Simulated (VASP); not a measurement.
Crystal: AlN.

```
Al N
1.0
     3.07093    0.00000    0.00000
    -1.53546    2.65950    0.00000
     0.00000    0.00000    4.91368
Al N
2 2
Direct
  0.66667 0.33333 0.50000
  0.33333 0.66667 0.00000
  0.66667 0.33333 0.88000
  0.33333 0.66667 0.38000
```

Base run:

| Property | Result |
| --- | --- |
| Program | VASP 6.6.1 |
| Functional | BLYP |
| Potentials or basis | VASP PAW PBE potentials, release 64 (Al, N) |
| Cutoff | 520 eV |
| k mesh | 10 × 10 × 6 |
| Occupations | fermi-dirac, width 0.05 eV |
| Spin | no spin polarisation |

Its results: band gap on the k mesh 4.88 eV, direct; pressure 16.5 GPa; largest force 0.148 eV/Å.

Q: The run is repeated on the same cell with these changes: functional from BLYP to RPBE; dispersion from none to D3(BJ). What comes out?

A: Band gap on the k mesh 4.63 eV, direct; pressure -6.6 GPa; largest force 0.183 eV/Å.

Several settings changed at once, so the effect can't be laid on one alone.

Caveats: the PAW data sets were made with another functional, which shifts forces and pressure a little.

A k mesh can miss the band edges.
